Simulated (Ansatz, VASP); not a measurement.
## Li3Mg3H: VASP beside Ansatz

The input INCAR:

```
PREC     = Accurate       # precision mode
ENCUT    = 520            # plane-wave cutoff, eV
EDIFF    = 1E-7           # SCF threshold, eV
ISMEAR   = 0              # smearing method
SIGMA    = 0.1            # smearing width, eV
LREAL    = False          # projectors in reciprocal space
LASPH    = True           # aspherical terms in the spheres
NELM     = 100            # most SCF steps
ALGO     = Fast           # electronic algorithm
ISIF     = 2              # what is computed and relaxed
LWAVE    = False          # write WAVECAR
LCHARG   = True           # write CHGCAR
LDIPOL   = True         
IDIPOL   = 3            
DIPOL    = 0.5 0.5 0.305
GGA      = PS             # functional
LELF     = True           # ELF
LVHAR    = True         
LVACPOTAV= True         
NBANDS   = 29             # bands
```

File KPOINTS:

```
Automatic mesh
0
Gamma
  5 5 1
```

Contents of POSCAR:

```
Li3Mg3H
1.0
    6.0253439304      0.0000000000      0.0000000000
   -1.0368797563      5.6294765090      0.0000000000
    0.0000000000      0.0000000000     22.8105013686
Li Mg H
6 6 2
Direct
    0.1286395062      0.7475285953      0.1753578291
    0.6286395062      0.7475285953      0.1753578291
    0.2534479804      0.4968013262      0.2787670020
    0.7534479804      0.4968013262      0.2787670020
    0.3535206334      0.2494386221      0.3862475983
    0.8535206334      0.2494386221      0.3862475983
    0.3786395062      0.2475285953      0.1753578291
    0.8786395062      0.2475285953      0.1753578291
    0.0044038362      0.9961396828      0.2827426523
    0.5044038362      0.9961396828      0.2827426523
    0.1464402521      0.7305985905      0.3860054452
    0.6464402521      0.7305985905      0.3860054452
    0.8535206334      0.1691649793      0.4480612330
    0.8535206334      0.3297122648      0.4480612330
```

Input for Ansatz:

```yaml
crystal:
  lattice:
    - [6.0253439304, 0.0, 0.0]
    - [-1.0368797563, 5.629476509, 0.0]
    - [0.0, 0.0, 22.8105013686]
  atoms:
    - { symbol: Li, position: [0.1286395062, 0.7475285953, 0.1753578291] }
    - { symbol: Li, position: [0.6286395062, 0.7475285953, 0.1753578291] }
    - { symbol: Mg, position: [0.3786395062, 0.2475285953, 0.1753578291] }
    - { symbol: Mg, position: [0.8786395062, 0.2475285953, 0.1753578291] }
    - { symbol: Li, position: [0.2534479804, 0.4968013262, 0.278767002] }
    - { symbol: Li, position: [0.7534479804, 0.4968013262, 0.278767002] }
    - { symbol: Mg, position: [0.0044038362, 0.9961396828, 0.2827426523] }
    - { symbol: Mg, position: [0.5044038362, 0.9961396828, 0.2827426523] }
    - { symbol: Li, position: [0.3535206334, 0.2494386221, 0.3862475983] }
    - { symbol: Li, position: [0.8535206334, 0.2494386221, 0.3862475983] }
    - { symbol: Mg, position: [0.1464402521, 0.7305985905, 0.3860054452] }
    - { symbol: Mg, position: [0.6464402521, 0.7305985905, 0.3860054452] }
    - { symbol: H, position: [0.8535206334, 0.1691649793, 0.448061233] }
    - { symbol: H, position: [0.8535206334, 0.3297122648, 0.448061233] }
basis:
  ecutwfc: 420
kpoints:
  mp_grid: { grid: [5, 5, 1] }
hamiltonian:
  xc: pbesol
scf:
  occupations: { method: gaussian, width: 0.1 }
output:
  forces: true
  eigenvalues: true
efield:
  axis: 3
  dipole_correction: true
  ramp_width: 0.04
```

Alike in both runs: task single point; functional PBEsol; k mesh 5 × 5 × 1; occupations gaussian, width 0.1 eV; no spin polarisation.

|  | VASP | Ansatz |
| --- | --- | --- |
| version | VASP 6.6.1 | Ansatz 0.2.0 |
| potentials or method | VASP PAW PBE potentials, release 64 (Li_sv, Mg, H), cutoff 520 eV | scalar-relativistic, plane waves, PAW |
| valence electrons in the cell | 32 | 80 |

Ansatz gave:

- gap on the k mesh at the Fermi level (eV): none
- rms of the force components (eV/Å): 0.553
- work function, face that differs most (eV): 3.55

Question: What did VASP give for the same quantities?

Answer: gap on the k mesh at the Fermi level (eV): none; rms of the force components (eV/Å): 0.562; work function, face that differs most (eV): 3.55.

VASP's potentials were made for PBE, not for PBEsol. A gap of «none» marks a metal or a gap that the smearing closes. VASP's potentials hold 32 valence electrons a cell and Ansatz's 80, so a difference there can come from the potentials and not from the codes.

Noted on VASP's run: the cutoff is under 1.25 times that of the potentials, so the pressure is a little rough.
